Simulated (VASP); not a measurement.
A run of VASP 6.6.1 is set up as follows.

The input INCAR:

```
SYSTEM = Zr
PREC = Accurate ; ENCUT = 520
EDIFF = 1E-7 ; ISMEAR = -1
SIGMA = 0.05 ; LREAL = .False.
LASPH = .True. ; NELM = 100
ALGO = Normal ; ISIF = 2
LWAVE = .False. ; LCHARG = .False.
GGA = PE ; IVDW = 13
NBANDS = 19
```

The input KPOINTS:

```
Automatic mesh
0
Gamma
  8 8 5
  0 0 0
```

POSCAR

```
Zr
1.0
    3.1883189697      0.0000000000      0.0000000000
   -1.5941594848      2.7611651195      0.0000000000
    0.0000000000      0.0000000000      5.0774374186
Zr
2
Direct
    0.3333333333      0.6666666667      0.2500000000
    0.6666666667      0.3333333333      0.7500000000
```

Potentials or basis: VASP PAW PBE potentials, release 64 (Zr_sv).

Launch:

```bash
$ cat potpaw_PBE.64/Zr_sv/POTCAR > POTCAR
$ mpirun -np 1 vasp_std > vasp.out
```

Task: Predict the band gap on the k mesh.

Result: Zero (band 12 reaches 10.32 eV, above the bottom of band 13 at 9.17 eV).

Task: Estimate the pressure.

Result: 3.3 GPa.

Stress tensor (GPa, compression positive):
```
2.78 0.00 0.00
0.00 2.78 0.00
0.00 0.00 4.30
```

Caveat: pairwise dispersion overbinds metals, which lowers pressure and volume.
